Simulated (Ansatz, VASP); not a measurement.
# One calculation of K, two programs

File INCAR:

```
SYSTEM = K
PREC     = Accurate       ! precision mode
ENCUT    = 520            ! plane-wave cutoff, eV
EDIFF    = 1E-7           ! SCF threshold, eV
ISMEAR   = 0              ! smearing method
SIGMA    = 0.1            ! smearing width, eV
LREAL    = .FALSE.        ! projectors in reciprocal space
LASPH    = .TRUE.         ! aspherical terms in the spheres
NELM     = 80             ! most SCF steps
ALGO     = Normal         ! electronic algorithm
ISIF     = 2              ! what is computed and relaxed
LWAVE    = .FALSE.        ! write WAVECAR
LCHARG   = .FALSE.        ! write CHGCAR
GGA      = PS             ! functional
NBANDS   = 10             ! bands
```

The input KPOINTS:

```
regular mesh
0
G
  10 10 10
  0 0 0
```

File POSCAR:

```
K
1.0
    4.4520374272      0.0000000000      0.0000000000
    0.0000000000      4.4520374272      0.0000000000
    0.0000000000      0.0000000000      4.4520374272
K
1
Direct
    0.0000000000      0.0000000000      0.0000000000
```

Input for Ansatz:

```yaml
crystal:
  lattice:
    - [4.4520374272, 0.0, 0.0]
    - [0.0, 4.4520374272, 0.0]
    - [0.0, 0.0, 4.4520374272]
  atoms:
    - { symbol: K, position: [0.0, 0.0, 0.0] }
basis:
  ecutwfc: 420
kpoints:
  mp_grid: { grid: [10, 10, 10] }
hamiltonian:
  xc: pbesol
scf:
  occupations: { method: gaussian, width: 0.1 }
output:
  forces: true
  stress: true
  eigenvalues: true
```

Alike in both runs: task single point; functional PBEsol; k mesh 10 × 10 × 10; occupations gaussian, width 0.1 eV; no spin polarisation.

```csv
,VASP,Ansatz
version,VASP 6.6.1,Ansatz 0.2.0
potentials or method,"VASP PAW PBE potentials, release 64 (K_sv), cutoff 520 eV","scalar-relativistic, plane waves, PAW"
valence electrons in the cell,9,9
```

```tsv
	VASP	Ansatz	Ansatz less VASP
gap on the k mesh at the Fermi level (eV)	none	none	-
pressure (GPa)	-0.3	-0.3	+0.01
```

VASP's potentials were made for PBE, not for PBEsol. A gap of «none» marks a metal or a gap that the smearing closes. With one functional, cell and mesh, what is left measures potentials, basis and numerics.
